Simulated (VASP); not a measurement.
Set up this calculation in VASP 6.6.1, as the native input.

| Quantity | Value |
| --- | --- |
| Task | single point |
| Functional | PBE |
| Potentials or basis | VASP PAW PBE potentials, release 64 (Hf_pv, B) |
| Cutoff | 500 eV |
| k mesh | 12 × 12 × 10 |
| Occupations | methfessel-paxton, width 0.1 eV |
| Spin | no spin polarisation |
| Dipole correction | no |
| Further INCAR settings | ALGO = Normal; EDIFF = 1e-06; NBANDS = 15 |

The structure of HfB2 lies in POSCAR:

```
HfB2
1.0
    3.1400000000      0.0000000000      0.0000000000
   -1.5700000000      2.7193197679      0.0000000000
    0.0000000000      0.0000000000      3.4800000000
Hf B
1 2
Direct
    0.0000000000      0.0000000000      0.0000000000
    0.3333333333      0.6666666667      0.5000000000
    0.6666666667      0.3333333333      0.5000000000
```

The input as run:

INCAR

```
ALGO = Normal
EDIFF = 1E-6
ENCUT = 500
GGA = PE
GGA_COMPAT = F
ISIF = 2
ISMEAR = 1
LASPH = T
LCHARG = F
LREAL = F
LWAVE = F
NBANDS = 15
NELM = 120
PREC = Accurate
SIGMA = 0.1
```

KPOINTS

```
k-points
0
Gamma
  12 12 10
```

Potentials or basis: VASP PAW PBE potentials, release 64 (Hf_pv, B).

Launch:

```console
$ cat potpaw_PBE.64/Hf_pv/POTCAR potpaw_PBE.64/B/POTCAR > POTCAR
$ mpirun -np 1 vasp_std > vasp.out
```

It gave:

* Pressure: 1.0 GPa
* Band gap on the k mesh: zero (bands 8 and 9 overlap by 1.31 eV)

Caveat: spin-orbit coupling is left out, which moves the levels of the heavy elements.

Run time: 91 s on 1 thread of AMD EPYC 7R43 64-Core Processor (Zen 3), on a shared host, peak memory 0.14 GiB.
